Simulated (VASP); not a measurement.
Wanted: the native input for a VASP 6.6.1 run.

```yaml
Task: single point
Functional: PBEsol
Potentials_or_basis: VASP PAW PBE potentials, release 64 (Na_pv, Cl)
Cutoff: 500 eV
k_mesh: 8 × 8 × 8
Occupations: gaussian, width 0.02 eV
Spin: no spin polarisation
Dipole_correction: no
Further_INCAR_settings: ALGO = Normal; EDIFF = 1e-06; NBANDS = 14
```

The structure of NaCl lies in POSCAR:

```
NaCl
1.0
    0.0000000000      2.9491826725      2.9491826725
    2.9491826725      0.0000000000      2.9491826725
    2.9491826725      2.9491826725      0.0000000000
Na Cl
1 1
Direct
    0.0000000000      0.0000000000      0.0000000000
    0.5000000000      0.5000000000      0.5000000000
```

The input as run:

INCAR

```
ALGO = Normal
EDIFF = 1E-6
ENCUT = 500
GGA = PS
GGA_COMPAT = F
ISIF = 2
ISMEAR = 0
LASPH = T
LCHARG = T
LELF = T
LREAL = F
LVHAR = T
LWAVE = F
NBANDS = 14
NELM = 120
PREC = Accurate
SIGMA = 0.02
```

KPOINTS

```
k-points
0
Gamma
  8 8 8
```

Potentials or basis: VASP PAW PBE potentials, release 64 (Na_pv, Cl).

The run is started by

```console
$ cat potpaw_PBE.64/Na_pv/POTCAR potpaw_PBE.64/Cl/POTCAR > POTCAR
$ mpirun -np 1 vasp_std > vasp.out
```

Results of the run:

| Quantity | Value |
| --- | --- |
| Pressure | -2.8 GPa |
| Band gap on the k mesh | 4.49 eV |

Caveat: the PAW data sets were made with another functional, which shifts forces and pressure a little.

Run time: 17 s on 1 thread of Intel(R) Xeon(R) Platinum 8488C (Sapphire Rapids) (shared host), peak memory 0.17 GiB.
